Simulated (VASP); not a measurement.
Runs of VASP 6.6.1 on Re. The structure is that of space group P6_3/mmc (No. 194), or close to it. The cells are those of the table. 

```csv
cell,k mesh,gap on the mesh (eV),pressure (GPa)
"a = 2.745, b = 2.745, c = 5.214 Å, angles 105.3, 105.3, 120.0°, 2 atoms",17 × 17 × 8,none,(b)
"a = 2.667, b = 2.667, c = 5.065 Å, angles 105.3, 105.3, 120.0°, 2 atoms",17 × 17 × 8,none,60.8
"a = 2.707, b = 2.707, c = 5.141 Å, angles 105.3, 105.3, 120.0°, 2 atoms",17 × 17 × 8,none,35.7
"a = 2.783, b = 2.783, c = 5.286 Å, angles 105.3, 105.3, 120.0°, 2 atoms",13 × 13 × 9,none,-0.7
"a = 2.820, b = 2.820, c = 5.355 Å, angles 105.3, 105.3, 120.0°, 2 atoms",17 × 17 × 8,none,(a)
"a = 2.783, b = 2.783, c = 5.286 Å, angles 105.3, 105.3, 120.0°, 2 atoms",17 × 17 × 8,none,-0.6
"a = 2.890, b = 2.890, c = 5.489 Å, angles 105.3, 105.3, 120.0°, 2 atoms",17 × 17 × 8,none,-32.0
```

Alike in all rows: task single point; level revPBE; potentials or basis VASP PAW PBE potentials, release 64 (Re); no spin polarisation; cutoff (eV) 520; smearing fermi-dirac 0.1 eV.

**Question.** Fill in the values left out.

**Answer.** (a) -13.5; (b) 15.6.

Caveats: the PAW data sets were made with another functional, which shifts forces and pressure a little; spin-orbit coupling is left out, which moves the levels of the heavy elements; the cell stands under pressure (at least some runs); the cell stands under tension (at least some runs).

A k mesh can miss the band edges, and the runs leave out spin-orbit coupling on Re.

A gap of «none» marks levels without a gap at the run's occupations.
